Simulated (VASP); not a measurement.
Wanted: the native input for a VASP 6.6.1 run.

* Task: single point
* Functional: LDA
* Potentials or basis: VASP PAW LDA potentials, release 64 (Re)
* Cutoff: 520 eV
* k mesh: 22 × 22 × 22
* Occupations: gaussian, width 0.15 eV
* Spin: no spin polarisation
* Dipole correction: no
* Further INCAR settings: ALGO = Normal; EDIFF = 1e-07; NBANDS = 10

The structure of Re lies in POSCAR:

```
Re
1.0
    0.0000000000      2.0849427042      1.7722012985
    2.0849427042      0.0000000000      1.7722012985
    2.0849427042      2.0849427042      0.0000000000
Re
1
Direct
    0.0000000000      0.0000000000      0.0000000000
```

This cell differs from its parent crystal: ratio of the length along z to the lengths across it x 0.85, volume and fractional coordinates fixed.

These files were run (other wordings do the same):

INCAR

```
ALGO     = Normal         # electronic algorithm
EDIFF    = 1E-7           # SCF threshold, eV
ENCUT    = 520            # plane-wave cutoff, eV
ISIF     = 2              # what is computed and relaxed
ISMEAR   = 0              # smearing method
LASPH    = T              # aspherical terms in the spheres
LCHARG   = F              # write CHGCAR
LREAL    = F              # projectors in reciprocal space
LWAVE    = F              # write WAVECAR
NBANDS   = 10             # bands
NELM     = 100            # most SCF steps
PREC     = Accurate       # precision mode
SIGMA    = 0.15           # smearing width, eV
```

KPOINTS

```
k-points
0
Gamma
  22 22 22
```

Potentials or basis: VASP PAW LDA potentials, release 64 (Re).

Launch:

```sh
$ cat potpaw_LDA.64/Re/POTCAR > POTCAR
$ mpirun -np 1 vasp_std > vasp.out
```

It gave:

```json
{"Pressure": "-21.1 GPa"}
```

Run time: 89 s on 1 thread of Intel(R) Xeon(R) Platinum 8259CL CPU @ 2.50GHz (Skylake/Cascade Lake), with other jobs on the host, peak memory 0.24 GiB.
